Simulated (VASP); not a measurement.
**C: single point with PBE**

C:

```
C
1.0
     1.78105    0.00000    0.00000
     0.00000    1.78105    0.00000
     0.00000    0.00000    1.78105
C
1
Direct
  0.00000 0.00000 0.00000
```

```yaml
Program: VASP 6.6.1
Task: single point
Functional: PBE
Potentials_or_basis: VASP PAW PBE potentials, release 64 (C)
Cutoff: 520 eV
k_mesh: 12 × 12 × 12
Occupations: fermi-dirac, width 0.05 eV
Spin: no spin polarisation
Dipole_correction: no
Further_INCAR_settings: ALGO = Normal; EDIFF = 1e-07; NBANDS = 8
```

| Quantity | Value |
| --- | --- |
| Pressure | 0.4 GPa |
| Band gap on the k mesh | zero (band 2 reaches 19.89 eV, above the bottom of band 3 at 7.80 eV) |

Levels at points of the mesh, in eV from the Fermi level:
| k point | band 1 | band 2 | band 3 | band 4 | band 5 |
| --- | --- | --- | --- | --- | --- |
| (0.00, 0.00, 0.00) | -21.69 | 9.47 | 9.47 | 9.47 | 25.62 |
| (0.50, 0.00, 0.00) | -12.37 | -11.78 | 12.73 | 12.73 | 29.67 |
| (0.50, 0.50, 0.00) | -5.72 | -5.72 | -2.62 | 8.47 | 15.37 |
| (0.50, 0.50, 0.50) | -0.73 | -0.73 | -0.73 | 8.48 | 17.66 |

Wall time 2.7 s on 1 thread of Intel(R) Xeon(R) Platinum 8259CL CPU @ 2.50GHz (Skylake/Cascade Lake), on a shared host, peak memory 0.1 GiB.
